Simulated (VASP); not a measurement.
# CsRu2 (P4/mmm) in VASP: single point with PBE

Aim: the single point of CsRu2 with PBE.

All numbers are computed with VASP 6.6.1; they aren't measurements. Logs are shortened: lines on timing, memory, paths and dates and some standing lists are left out, and cuts for length are marked.

### 1 The cell of the first run

The structure is tetragonal, space group P4/mmm (No. 123). The conventional cell has a = 4.129 Å, b = 4.129 Å, c = 5.654 Å, α = 90.00°, β = 90.00°, γ = 90.00°. Within 3.7 Å of Cs (site symmetry 4/mmm) lie 6 Ru at 2.83 to 2.92 Å. Within 3.8 Å of Ru (site symmetry 4/mmm) lie 4 Cs at 2.92 Å. Within 3.7 Å of Ru (site symmetry 4/mmm) lie 2 Cs at 2.83 Å.

The cell was built from a structure type or drawn by symmetry, and may not be a known phase.

### 2 Single point, PBE

INCAR reads:

```
PREC = Accurate
ENCUT = 600
EDIFF = 1E-6
ISMEAR = 0
SIGMA = 0.1
LREAL = False
LASPH = True
NELM = 120
ALGO = Normal
ISIF = 2
LWAVE = False
LCHARG = True
GGA = PE
LELF = True
LVHAR = True
NBANDS = 28
GGA_COMPAT = False
```

KPOINTS reads:

```
Automatic mesh
0
Gamma
  4 4 4
```

POSCAR reads:

```
CsRu2
1.0
    4.1292451800      0.0000000000      0.0000000000
    0.0000000000      4.1292451800      0.0000000000
    0.0000000000      0.0000000000      5.6538122100
Cs Ru
1 2
Direct
    0.0000000000      0.0000000000      0.5000000000
    0.5000000000      0.5000000000      0.5000000000
    0.0000000000      0.0000000000      0.0000000000
```

Potentials or basis: VASP PAW PBE potentials, release 64 (Cs_sv, Ru_sv).

On the command line:

```sh
cat potpaw_PBE.64/Cs_sv/POTCAR potpaw_PBE.64/Ru_sv/POTCAR > POTCAR
mpirun -np 1 vasp_std > vasp.out
```

OUTCAR:

```text
PREC = Accurate
   ENCUT = 600
   EDIFF = 1E-6
   ISMEAR = 0
   LREAL = False
   LASPH = True
   NELM = 120
   ISIF = 2
   GGA = PE

 ion  position               nearest neighbor table
   1  0.000  0.000  0.500-   3 2.83   3 2.83   2 2.92   2 2.92   2 2.92   2 2.92
   2  0.500  0.500  0.500-   1 2.92   1 2.92   1 2.92   1 2.92
   3  0.000  0.000  0.000-   1 2.83   1 2.83

  LATTYP: Found a simple tetragonal cell.
 ALAT       =     4.1292451800
 C/A-ratio  =     1.3692120384

  Lattice vectors:

 A1 = (   4.1292451800,   0.0000000000,   0.0000000000)
 A2 = (   0.0000000000,   4.1292451800,   0.0000000000)
 A3 = (   0.0000000000,   0.0000000000,   5.6538122100)

Analysis of symmetry for initial positions (statically):
=====================================================================
 Subroutine PRICEL returns:
 Original cell was already a primitive cell.

 Routine SETGRP: Setting up the symmetry group for a
 simple tetragonal supercell.

 Subroutine GETGRP returns: Found 16 space group operations
 (whereof 16 operations were pure point group operations)
 out of a pool of 16 trial point group operations.

The static configuration has the point symmetry D_4h.

Analysis of symmetry for dynamics (positions and initial velocities):
=====================================================================
 Subroutine PRICEL returns:
 Original cell was already a primitive cell.

 Routine SETGRP: Setting up the symmetry group for a
 simple tetragonal supercell.

 Subroutine GETGRP returns: Found 16 space group operations
 (whereof 16 operations were pure point group operations)
 out of a pool of 16 trial point group operations.

The dynamic configuration has the point symmetry D_4h.

 Subroutine INISYM returns: Found 16 space group operations
 (whereof 16 operations are pure point group operations),
 and found     1 'primitive' translations

----------------------------------------------------------------------------------------

                                     Primitive cell

  volume of cell :      96.4013

  direct lattice vectors                    reciprocal lattice vectors
     4.129245180  0.000000000  0.000000000     0.242175012  0.000000000  0.000000000
     0.000000000  4.129245180  0.000000000     0.000000000  0.242175012  0.000000000
     0.000000000  0.000000000  5.653812210     0.000000000  0.000000000  0.176871810

  length of vectors
     4.129245180  4.129245180  5.653812210     0.242175012  0.242175012  0.176871810

  position of ions in fractional coordinates (direct lattice)
     0.000000000  0.000000000  0.500000000
     0.500000000  0.500000000  0.500000000
     0.000000000  0.000000000  0.000000000

  ion indices of the primitive-cell ions
   primitive index   ion index
                 1           1
                 2           2
                 3           3

----------------------------------------------------------------------------------------

 KPOINTS: Automatic mesh

Automatic generation of k-mesh.
 Grid dimensions read from file:
 generate k-points for:    4    4    4

 Generating k-lattice:

  Cartesian coordinates                     Fractional coordinates (reciprocal lattice)
     0.060543753  0.000000000  0.000000000     0.250000000  0.000000000  0.000000000
     0.000000000  0.060543753  0.000000000     0.000000000  0.250000000  0.000000000
     0.000000000  0.000000000  0.044217953     0.000000000  0.000000000  0.250000000

  Length of vectors
     0.060543753  0.060543753  0.044217953

  Shift w.r.t. Gamma in fractional coordinates (k-lattice)
     0.000000000  0.000000000  0.000000000

 Subroutine IBZKPT returns following result:
 ===========================================

 Found     18 irreducible k-points:

 Following reciprocal coordinates:
            Coordinates               Weight
  0.000000  0.000000  0.000000      1.000000
  0.250000  0.000000  0.000000      4.000000
  0.500000  0.000000  0.000000      2.000000
  0.250000  0.250000  0.000000      4.000000
  0.500000  0.250000  0.000000      4.000000
  0.500000  0.500000  0.000000      1.000000
[... 10 lines left out ...]
  0.500000  0.250000  0.500000      4.000000
  0.500000  0.500000  0.500000      1.000000
   k-points           NKPTS =     18   k-points in BZ     NKDIM =     18   number of bands    NBANDS=     28
   number of dos      NEDOS =    301   number of ions     NIONS =      3
   total plane-waves  NPLWV =  62208
   dimension x,y,z NGX =    36 NGY =   36 NGZ =   48
   dimension x,y,z NGXF=    72 NGYF=   72 NGZF=   96
   ions per type =               1   2
   NGX,Y,Z   is equivalent  to a cutoff of  14.49, 14.49, 14.11 a.u.
   NGXF,Y,Z  is equivalent  to a cutoff of  28.99, 28.99, 28.23 a.u.
 SYSTEM =  unknown system
   PREC   = accura    normal or accurate (medium, high low for compatibility)
   ISTART =      0    job   : 0-new  1-cont  2-samecut
   ICHARG =      2    charge: 1-file 2-atom 10-const
   ISPIN  =      1    spin polarized calculation?
   LNONCOLLINEAR =      F non collinear calculations
   LSORBIT =      F    spin-orbit coupling
   LASPH  =      T    aspherical Exc in radial PAW
   ENCUT  =  600.0 eV  44.10 Ry    6.64 a.u.   8.25  8.25 11.29*2*pi/ulx,y,z
   NELM   =    120;   NELMIN=  2; NELMDL= -5     # of ELM steps
   EDIFF  = 0.1E-05   stopping-criterion for ELM
   LREAL  =      F    real-space projection
   EDIFFG = 0.1E-04   stopping-criterion for IOM
   NSW    =      0    number of steps for IOM
   IBRION =     -1    ionic relax: 0-MD 1-quasi-New 2-CG
   NFREE  =      0    steps in history (QN), initial steepest desc. (CG)
   ISIF   =      2    stress and relaxation
   ISYM   =      2    0-nonsym 1-usesym 2-fastsym
   POTIM  = 0.5000    time-step for ionic-motion
   TEBEG  =    0.0;   TEEND  =   0.0 temperature during run
   PSTRESS=    0.0 pullay stress
   NELECT =      41.0000    total number of electrons
   NUPDOWN=      -1.0000    fix difference up-down
   EMIN   =  10.00;   EMAX   =-10.00  energy-range for DOS
   EFERMI =   0.00;   METHOD = LEGACY
   ISMEAR =     0;   SIGMA  =   0.10  broadening in eV -4-tet -1-fermi 0-gaus
   EFERMI_NEDOS =   21; number of points for ismear=-14 and -15
   IALGO  =     38    algorithm
   IMIX   =      4    mixing-type and parameters
     AMIX     =   0.40;   BMIX     =  1.00
     AMIX_MAG =   1.60;   BMIX_MAG =  1.00
  volume/ion in A,a.u.               =      32.13       216.85
  Fermi-wavevector in a.u.,A,eV,Ry     =   1.231143  2.326523 20.622533  1.515713
  Thomas-Fermi vector in A             =   2.365964
   LORBIT       =      0    0 simple, 1 ext, 2 COOP (PROOUT), +10 PAW based schemes
   GGA     = PE    functional components
   LHFCALC =     F    Hartree Fock is set to
   AEXX    =    0.0000 exact exchange contribution
   IVDW    =     0    specifies the selected vdW correction
   LEPSILON=     F    determine dielectric tensor
   LRPA    =     F    only Hartree local field effects (RPA)
 non-spin polarized calculation
 Gauss-broadening in eV      SIGMA  =   0.10
  energy-cutoff  :      600.00
  volume of cell :       96.40
 maximum number of plane-waves:      3248
 NGX is ok and might be reduce to    36
   NGX = 17   NGY = 17   NGZ = 23

 number of electron      40.9999993 magnetization

 Free energy of the ion-electron system (eV)
  ---------------------------------------------------
  ext. energy  EPLUGINS =         0.00000000
  ---------------------------------------------------
  free energy    TOTEN  =        -8.69157327 eV

  energy without entropy =       -8.59257666  energy(sigma->0) =       -8.64207497

 E-fermi :   3.7130     XC(G=0):  -9.3516

 val. band max:        3.7115631168   @ k =   0.5000   0.0000   0.2500
 cond. band min:       3.7135593703   @ k =   0.2500   0.0000   0.5000
 fundamental gap:      0.0019962535
 Fermi energy:         3.7130344397

 k-point     1 :       0.0000    0.0000    0.0000
  band No.  band energies     occupation
      1     -67.6212      2.00000
      2     -67.4641      2.00000
      3     -37.7200      2.00000
      4     -37.6628      2.00000
      5     -37.6628      2.00000
      6     -37.6178      2.00000
[... 20 lines left out ...]
     27      10.8775      0.00000
     28      10.8775      0.00000

 k-point     2 :       0.2500    0.0000    0.0000
  band No.  band energies     occupation
      1     -67.6212      2.00000
      2     -67.4641      2.00000
      3     -37.7198      2.00000
      4     -37.6643      2.00000
      5     -37.6627      2.00000
      6     -37.6178      2.00000
[... 20 lines left out ...]
     27      10.0239      0.00000
     28      10.0927      0.00000

 k-point     3 :       0.5000    0.0000    0.0000
  band No.  band energies     occupation
      1     -67.6211      2.00000
      2     -67.4640      2.00000
      3     -37.7196      2.00000
      4     -37.6659      2.00000
      5     -37.6626      2.00000
      6     -37.6177      2.00000
[... 20 lines left out ...]
     27       8.1973      0.00000
     28       9.3497      0.00000

 k-point     4 :       0.2500    0.2500    0.0000
  band No.  band energies     occupation
      1     -67.6211      2.00000
      2     -67.4640      2.00000
      3     -37.7197      2.00000
      4     -37.6643      2.00000
      5     -37.6642      2.00000
      6     -37.6177      2.00000
[... 20 lines left out ...]
     27       8.1765      0.00000
     28      10.2294      0.00000

 k-point     5 :       0.5000    0.2500    0.0000
  band No.  band energies     occupation
      1     -67.6211      2.00000
      2     -67.4640      2.00000
      3     -37.7195      2.00000
      4     -37.6658      2.00000
      5     -37.6642      2.00000
      6     -37.6176      2.00000
[... 20 lines left out ...]
     27       8.1901      0.00000
     28      10.5248      0.00000

 k-point     6 :       0.5000    0.5000    0.0000
  band No.  band energies     occupation
      1     -67.6211      2.00000
      2     -67.4640      2.00000
      3     -37.7194      2.00000
      4     -37.6657      2.00000
      5     -37.6657      2.00000
      6     -37.6175      2.00000
[... 277 lines left out ...]
      5     -37.6626      2.00000
      6     -37.6175      2.00000
[... 20 lines left out ...]
     27       8.0872      0.00000
     28       8.2008      0.00000

 k-point    16 :       0.2500    0.2500    0.5000
  band No.  band energies     occupation
      1     -67.6211      2.00000
      2     -67.4640      2.00000
      3     -37.7206      2.00000
      4     -37.6644      2.00000
      5     -37.6642      2.00000
      6     -37.6176      2.00000
[... 20 lines left out ...]
     27       7.9900      0.00000
     28       8.4918      0.00000

 k-point    17 :       0.5000    0.2500    0.5000
  band No.  band energies     occupation
      1     -67.6211      2.00000
      2     -67.4640      2.00000
      3     -37.7205      2.00000
      4     -37.6659      2.00000
      5     -37.6641      2.00000
      6     -37.6175      2.00000
[... 20 lines left out ...]
     27       8.7306      0.00000
     28       8.8295      0.00000

 k-point    18 :       0.5000    0.5000    0.5000
  band No.  band energies     occupation
      1     -67.6210      2.00000
      2     -67.4639      2.00000
      3     -37.7203      2.00000
      4     -37.6657      2.00000
      5     -37.6657      2.00000
      6     -37.6175      2.00000
[... 20 lines left out ...]
     27       8.5850      0.00000
     28       8.9293      0.00000

------------------------ aborting loop because EDIFF is reached ----------------------------------------

  FORCE on cell =-STRESS in cart. coord.  units (eV):
  Direction    XX          YY          ZZ          XY          YZ          ZX
  --------------------------------------------------------------------------------------
  -------------------------------------------------------------------------------------
  Total       -4.3596926     -4.3596926     -4.7085311      0.0000000      0.0000000      0.0000000
  in kB      -72.4575637    -72.4575637    -78.2552179      0.0000000      0.0000000      0.0000000
  external PRESSURE =     -74.3901151 kB  Pullay stress =       0.0000000 kB

 VOLUME and BASIS-vectors are now :
 -----------------------------------------------------------------------------
  energy-cutoff  :      600.00
  volume of cell :       96.40
      direct lattice vectors                 reciprocal lattice vectors
     4.129245180  0.000000000  0.000000000     0.242175012  0.000000000  0.000000000
     0.000000000  4.129245180  0.000000000     0.000000000  0.242175012  0.000000000
     0.000000000  0.000000000  5.653812210     0.000000000  0.000000000  0.176871810

 POSITION                                       TOTAL-FORCE (eV/Angst)
 -----------------------------------------------------------------------------------
      0.00000      0.00000      2.82691         0.000000      0.000000      0.000000
      2.06462      2.06462      2.82691         0.000000      0.000000      0.000000
      0.00000      0.00000      0.00000         0.000000      0.000000      0.000000
 -----------------------------------------------------------------------------------
    total drift:                                0.000000      0.000000      0.000000

  FREE ENERGIE OF THE ION-ELECTRON SYSTEM (eV)
  ---------------------------------------------------
  free  energy   TOTEN  =        -8.6915732728 eV

  energy  without entropy=       -8.5925766635  energy(sigma->0) =       -8.64207497
```

Wall time 73 s (1 thread of Intel Xeon Platinum 8488C (Sapphire Rapids), shared host); peak memory 0.25 GiB.

Results:

```yaml
Free_energy: -8.6916 eV
Pressure: -7.4 GPa
Band_gap_on_the_k_mesh: zero (an odd number of electrons rules out a gap without spin polarisation)
```

Caveat: the k points lie up to 0.38 Å⁻¹ apart, too coarse for converged energies and pressures of a metal; spin-orbit coupling is left out, which moves the levels of the heavy elements.
